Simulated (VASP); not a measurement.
# Ca (Fm-3m) in VASP: a series of runs

Ca is run at these levels: PBE; tasks: single point, relaxation of cell and atoms.

Everything below comes from runs of VASP 6.6.1. Logs are shortened: lines on timing, memory, paths and dates and some standing lists are left out, and cuts for length are marked.

## (1) The cell of the first run

The structure is cubic, space group Fm-3m (No. 225). The conventional cell has a = 5.526 Å, b = 5.526 Å, c = 5.526 Å, α = 90.00°, β = 90.00°, γ = 90.00°. Ca (site symmetry m-3m) has 12 Ca at 3.91 Å within 5.1 Å.

## (2) Single point, PBE

INCAR reads:

```
SYSTEM = Ca
PREC     = Accurate       ! precision mode
ENCUT    = 520            ! plane-wave cutoff, eV
EDIFF    = 1E-6           ! SCF threshold, eV
ISMEAR   = 0              ! smearing method
SIGMA    = 0.1            ! smearing width, eV
LREAL    = .FALSE.        ! projectors in reciprocal space
LASPH    = .TRUE.         ! aspherical terms in the spheres
NELM     = 60             ! most SCF steps
ALGO     = Normal         ! electronic algorithm
ISIF     = 2              ! what is computed and relaxed
LWAVE    = .FALSE.        ! write WAVECAR
LCHARG   = .FALSE.        ! write CHGCAR
GGA      = PE             ! functional
NBANDS   = 11             ! bands
```

KPOINTS reads:

```
Automatic mesh
0
G
  14 14 14
  0 0 0
```

POSCAR reads:

```
Ca
1.0
    0.0000000000      2.7630100719      2.7630100719
    2.7630100719      0.0000000000      2.7630100719
    2.7630100719      2.7630100719      0.0000000000
Ca
1
Direct
    0.0000000000      0.0000000000      0.0000000000
```

Potentials or basis: VASP PAW PBE potentials, release 64 (Ca_sv).

The run is started by

```sh
$ cat potpaw_PBE.64/Ca_sv/POTCAR > POTCAR
$ mpirun -np 1 vasp_std > vasp.out
```

OUTCAR:

```text
SYSTEM = Ca
   PREC = Accurate
   ENCUT = 520
   EDIFF = 1E-6
   ISMEAR = 0
   LREAL = .FALSE.
   LASPH = .TRUE.
   NELM = 60
   ISIF = 2
   GGA = PE

 ion  position               nearest neighbor table
   1  0.000  0.000  0.000-

  LATTYP: Found a face centered cubic cell.
 ALAT       =     5.5260201438

  Lattice vectors:

 A1 = (   0.0000000000,   2.7630100719,   2.7630100719)
 A2 = (   2.7630100719,   0.0000000000,   2.7630100719)
 A3 = (   2.7630100719,   2.7630100719,   0.0000000000)

Analysis of symmetry for initial positions (statically):
=====================================================================
 Subroutine PRICEL returns:
 Original cell was already a primitive cell.

 Routine SETGRP: Setting up the symmetry group for a
 face centered cubic supercell.

 Subroutine GETGRP returns: Found 48 space group operations
 (whereof 48 operations were pure point group operations)
 out of a pool of 48 trial point group operations.

The static configuration has the point symmetry O_h .

Analysis of symmetry for dynamics (positions and initial velocities):
=====================================================================
 Subroutine PRICEL returns:
 Original cell was already a primitive cell.

 Routine SETGRP: Setting up the symmetry group for a
 face centered cubic supercell.

 Subroutine GETGRP returns: Found 48 space group operations
 (whereof 48 operations were pure point group operations)
 out of a pool of 48 trial point group operations.

The dynamic configuration has the point symmetry O_h .

 Subroutine INISYM returns: Found 48 space group operations
 (whereof 48 operations are pure point group operations),
 and found     1 'primitive' translations

----------------------------------------------------------------------------------------

                                     Primitive cell

  volume of cell :      42.1869

  direct lattice vectors                    reciprocal lattice vectors
     0.000000000  2.763010072  2.763010072    -0.180962062  0.180962062  0.180962062
     2.763010072  0.000000000  2.763010072     0.180962062 -0.180962062  0.180962062
     2.763010072  2.763010072  0.000000000     0.180962062  0.180962062 -0.180962062

  length of vectors
     3.907486317  3.907486317  3.907486317     0.313435486  0.313435486  0.313435486

  position of ions in fractional coordinates (direct lattice)
     0.000000000  0.000000000  0.000000000

  ion indices of the primitive-cell ions
   primitive index   ion index
                 1           1

----------------------------------------------------------------------------------------

 KPOINTS: Automatic mesh

Automatic generation of k-mesh.
 Grid dimensions read from file:
 generate k-points for:   14   14   14

 Generating k-lattice:

  Cartesian coordinates                     Fractional coordinates (reciprocal lattice)
    -0.012925862  0.012925862  0.012925862     0.071428571  0.000000000  0.000000000
     0.012925862 -0.012925862  0.012925862     0.000000000  0.071428571  0.000000000
     0.012925862  0.012925862 -0.012925862     0.000000000  0.000000000  0.071428571

  Length of vectors
     0.022388249  0.022388249  0.022388249

  Shift w.r.t. Gamma in fractional coordinates (k-lattice)
     0.000000000  0.000000000  0.000000000

 Subroutine IBZKPT returns following result:
 ===========================================

 Found    104 irreducible k-points:

 Following reciprocal coordinates:
            Coordinates               Weight
  0.000000  0.000000  0.000000      1.000000
  0.071429  0.000000  0.000000      8.000000
  0.142857  0.000000  0.000000      8.000000
  0.214286  0.000000  0.000000      8.000000
  0.285714  0.000000  0.000000      8.000000
  0.357143  0.000000  0.000000      8.000000
[... 16 lines left out ...]
  0.214286  0.142857  0.000000     24.000000
  0.285714  0.142857  0.000000     24.000000
 [... further k-points ...]
   k-points           NKPTS =    104   k-points in BZ     NKDIM =    104   number of bands    NBANDS=     11
   number of dos      NEDOS =    301   number of ions     NIONS =      1
   total plane-waves  NPLWV =  27000
   dimension x,y,z NGX =    30 NGY =   30 NGZ =   30
   dimension x,y,z NGXF=    60 NGYF=   60 NGZF=   60
   ions per type =               1
   NGX,Y,Z   is equivalent  to a cutoff of  12.76, 12.76, 12.76 a.u.
   NGXF,Y,Z  is equivalent  to a cutoff of  25.53, 25.53, 25.53 a.u.
 SYSTEM =  Ca
   PREC   = accura    normal or accurate (medium, high low for compatibility)
   ISTART =      0    job   : 0-new  1-cont  2-samecut
   ICHARG =      2    charge: 1-file 2-atom 10-const
   ISPIN  =      1    spin polarized calculation?
   LNONCOLLINEAR =      F non collinear calculations
   LSORBIT =      F    spin-orbit coupling
   LASPH  =      T    aspherical Exc in radial PAW
   ENCUT  =  520.0 eV  38.22 Ry    6.18 a.u.   7.27  7.27  7.27*2*pi/ulx,y,z
   NELM   =     60;   NELMIN=  2; NELMDL= -5     # of ELM steps
   EDIFF  = 0.1E-05   stopping-criterion for ELM
   LREAL  =      F    real-space projection
   EDIFFG = 0.1E-04   stopping-criterion for IOM
   NSW    =      0    number of steps for IOM
   IBRION =     -1    ionic relax: 0-MD 1-quasi-New 2-CG
   NFREE  =      0    steps in history (QN), initial steepest desc. (CG)
   ISIF   =      2    stress and relaxation
   ISYM   =      2    0-nonsym 1-usesym 2-fastsym
   POTIM  = 0.5000    time-step for ionic-motion
   TEBEG  =    0.0;   TEEND  =   0.0 temperature during run
   PSTRESS=    0.0 pullay stress
   NELECT =      10.0000    total number of electrons
   NUPDOWN=      -1.0000    fix difference up-down
   EMIN   =  10.00;   EMAX   =-10.00  energy-range for DOS
   EFERMI =   0.00;   METHOD = LEGACY
   ISMEAR =     0;   SIGMA  =   0.10  broadening in eV -4-tet -1-fermi 0-gaus
   EFERMI_NEDOS =   21; number of points for ismear=-14 and -15
   IALGO  =     38    algorithm
   IMIX   =      4    mixing-type and parameters
     AMIX     =   0.40;   BMIX     =  1.00
     AMIX_MAG =   1.60;   BMIX_MAG =  1.00
  volume/ion in A,a.u.               =      42.19       284.69
  Fermi-wavevector in a.u.,A,eV,Ry     =   1.013170  1.914614 13.966566  1.026514
  Thomas-Fermi vector in A             =   2.146323
   LORBIT       =      0    0 simple, 1 ext, 2 COOP (PROOUT), +10 PAW based schemes
   GGA     = PE    functional components
   LHFCALC =     F    Hartree Fock is set to
   AEXX    =    0.0000 exact exchange contribution
   IVDW    =     0    specifies the selected vdW correction
   LEPSILON=     F    determine dielectric tensor
   LRPA    =     F    only Hartree local field effects (RPA)
 non-spin polarized calculation
 Gauss-broadening in eV      SIGMA  =   0.10
  energy-cutoff  :      520.00
  volume of cell :       42.19
 maximum number of plane-waves:      1158
 NGX is ok and might be reduce to    30
   NGX = 15   NGY = 15   NGZ = 15

 number of electron      10.0000000 magnetization

 Free energy of the ion-electron system (eV)
  ---------------------------------------------------
  ext. energy  EPLUGINS =         0.00000000
  ---------------------------------------------------
  free energy    TOTEN  =        -1.93327517 eV

  energy without entropy =       -1.92626227  energy(sigma->0) =       -1.92976872

 E-fermi :   1.9540     XC(G=0):  -7.7369

 val. band max:        1.9400208388   @ k =  -0.4286   0.2143   0.0714
 cond. band min:       1.9837165098   @ k =  -0.3571   0.3571   0.0000
 fundamental gap:      0.0436956710
 Fermi energy:         1.9539948143

 k-point     1 :       0.0000    0.0000    0.0000
  band No.  band energies     occupation
      1     -40.0570      2.00000
      2     -20.9738      2.00000
      3     -20.9738      2.00000
      4     -20.9738      2.00000
      5      -2.0654      2.00000
      6       4.2980      0.00000
      7       4.2980      0.00000
      8       4.2980      0.00000
      9       5.3679      0.00000
     10       5.3679      0.00000
     11      11.0807      0.00000

 k-point     2 :       0.0714    0.0000    0.0000
  band No.  band energies     occupation
      1     -40.0563      2.00000
      2     -20.9808      2.00000
      3     -20.9748      2.00000
      4     -20.9748      2.00000
      5      -1.9780      2.00000
      6       4.2030      0.00000
      7       4.3317      0.00000
      8       4.3317      0.00000
      9       5.3383      0.00000
     10       5.3383      0.00000
     11      11.1879      0.00000

 k-point     3 :       0.1429    0.0000    0.0000
  band No.  band energies     occupation
      1     -40.0545      2.00000
      2     -21.0003      2.00000
      3     -20.9775      2.00000
      4     -20.9775      2.00000
      5      -1.7200      2.00000
      6       3.9463      0.00000
      7       4.4083      0.00000
      8       4.4083      0.00000
      9       5.2849      0.00000
     10       5.2849      0.00000
     11      11.0183      0.00000

 k-point     4 :       0.2143    0.0000    0.0000
  band No.  band energies     occupation
      1     -40.0517      2.00000
      2     -21.0282      2.00000
      3     -20.9813      2.00000
      4     -20.9813      2.00000
      5      -1.3048      2.00000
      6       3.5845      0.00000
      7       4.4492      0.00000
      8       4.4492      0.00000
      9       5.3088      0.00000
     10       5.3088      0.00000
     11       9.9034      0.00000
[... 239 lines left out ...]
 k-point    22 :       0.1429    0.1429    0.0000
  band No.  band energies     occupation
      1     -40.0536      2.00000
      2     -20.9995      2.00000
      3     -20.9834      2.00000
      4     -20.9834      2.00000
      5      -1.6063      2.00000
      6       3.8654      0.00000
      7       4.4840      0.00000
      8       4.4840      0.00000
      9       4.9217      0.00000
     10       5.4862      0.00000
     11      11.6127      0.00000

 k-point    23 :       0.2143    0.1429    0.0000
  band No.  band energies     occupation
      1     -40.0516      2.00000
      2     -21.0176      2.00000
      3     -20.9882      2.00000
      4     -20.9870      2.00000
      5      -1.3020      2.00000
      6       3.6350      0.00000
      7       4.4920      0.00000
      8       4.5760      0.00000
      9       4.8257      0.00000
     10       5.5469      0.00000
     11      10.8751      0.00000

 k-point    24 :       0.2857    0.1429    0.0000
  band No.  band energies     occupation
      1     -40.0489      2.00000
      2     -21.0427      2.00000
      3     -20.9930      2.00000
      4     -20.9914      2.00000
      5      -0.8507      2.00000
      6       3.3363      0.00000
      7       4.2662      0.00000
      8       4.6106      0.00000
      9       5.0437      0.00000
     10       5.6680      0.00000
     11       9.6747      0.00000

 [... further k-points ...]

------------------------ aborting loop because EDIFF is reached ----------------------------------------

  FORCE on cell =-STRESS in cart. coord.  units (eV):
  Direction    XX          YY          ZZ          XY          YZ          ZX
  --------------------------------------------------------------------------------------
  -------------------------------------------------------------------------------------
  Total       -0.0001969     -0.0001969     -0.0001969      0.0000000     -0.0000000      0.0000000
  in kB       -0.0074765     -0.0074765     -0.0074765      0.0000000     -0.0000000      0.0000000
  external PRESSURE =      -0.0074765 kB  Pullay stress =       0.0000000 kB

 VOLUME and BASIS-vectors are now :
 -----------------------------------------------------------------------------
  energy-cutoff  :      520.00
  volume of cell :       42.19
      direct lattice vectors                 reciprocal lattice vectors
     0.000000000  2.763010072  2.763010072    -0.180962062  0.180962062  0.180962062
     2.763010072  0.000000000  2.763010072     0.180962062 -0.180962062  0.180962062
     2.763010072  2.763010072  0.000000000     0.180962062  0.180962062 -0.180962062

 POSITION                                       TOTAL-FORCE (eV/Angst)
 -----------------------------------------------------------------------------------
      0.00000      0.00000      0.00000         0.000000     -0.000000      0.000000
 -----------------------------------------------------------------------------------
    total drift:                               -0.000000     -0.000000      0.000000

  FREE ENERGIE OF THE ION-ELECTRON SYSTEM (eV)
  ---------------------------------------------------
  free  energy   TOTEN  =        -1.9332751671 eV

  energy  without entropy=       -1.9262622654  energy(sigma->0) =       -1.92976872
```

Run time: 28 s. Hardware: 1 thread of Intel Xeon Platinum 8488C (Sapphire Rapids), shared host; peak memory 0.19 GiB.

Results:

| Item | Value |
| --- | --- |
| Free energy | -1.9333 eV |
| Pressure | 0.0 GPa |
| Band gap on the k mesh | zero (band 5 reaches 2.11 eV, above the bottom of band 6 at 1.80 eV) |

Levels at points of the mesh, in eV from the Fermi level:
```
           k point  band 1  band 2  band 3  band 4  band 5  band 6  band 7  band 8  band 9  band 10
(0.00, 0.00, 0.00)  -42.01  -22.93  -22.93  -22.93   -4.02    2.34    2.34    2.34    3.41     3.41
(0.50, 0.00, 0.00)  -42.00  -23.07  -22.95  -22.95   -0.98   -0.15    2.23    2.23    4.10     4.10
(0.50, 0.50, 0.00)  -41.99  -23.06  -22.98  -22.98   -0.45    0.58    0.97    4.09    4.28     4.28
```

(Continued in part 2 of 2.)
